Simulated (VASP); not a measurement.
Input of a VASP 6.6.1 run:

File INCAR:

```
PREC = Accurate
ENCUT = 520
EDIFF = 1E-7
ISMEAR = 0
SIGMA = 0.15
LREAL = F
LASPH = T
NELM = 60
ALGO = Normal
ISIF = 2
LWAVE = F
LCHARG = F
GGA = PS
NBANDS = 32
```

The input KPOINTS:

```
Automatic mesh
0
Gamma
  12 12 12
```

The input POSCAR:

```
Sn3Se
1.0
    0.0000000000      3.6581854746      3.6581854746
    3.6581854746      0.0000000000      3.6581854746
    3.6581854746      3.6581854746      0.0000000000
Sn Se
3 1
Direct
    0.2500000000      0.2500000000      0.2500000000
    0.7500000000      0.7500000000      0.7500000000
    0.5113854260      0.5113854260      0.4886145740
    0.0000000000      0.0000000000      0.0000000000
```

Potentials or basis: VASP PAW PBE potentials, release 64 (Sn_d, Se).

Run with:

```sh
$ cat potpaw_PBE.64/Sn_d/POTCAR potpaw_PBE.64/Se/POTCAR > POTCAR
$ mpirun -np 1 vasp_std > vasp.out
```

What does it give for the largest force?

0.256 eV/Å.

Estimate the band gap on the k mesh.

zero (bands 24 and 25 overlap by 2.38 eV).

Predict the pressure.

0.2 GPa.

Forces on the atoms (eV/Å):
```
Sn   0.000  0.000  0.075
Sn   0.000  0.000  0.075
Sn   0.000  0.000 -0.256
Se   0.000  0.000  0.107
```

Caveat: the cell differs from its parent crystal (atom 3 (Sn) moved +0.083 Å along Cartesian [0 0 1]); the PAW data sets were made with another functional, which shifts forces and pressure a little; spin-orbit coupling is left out, which moves the levels of the heavy elements.
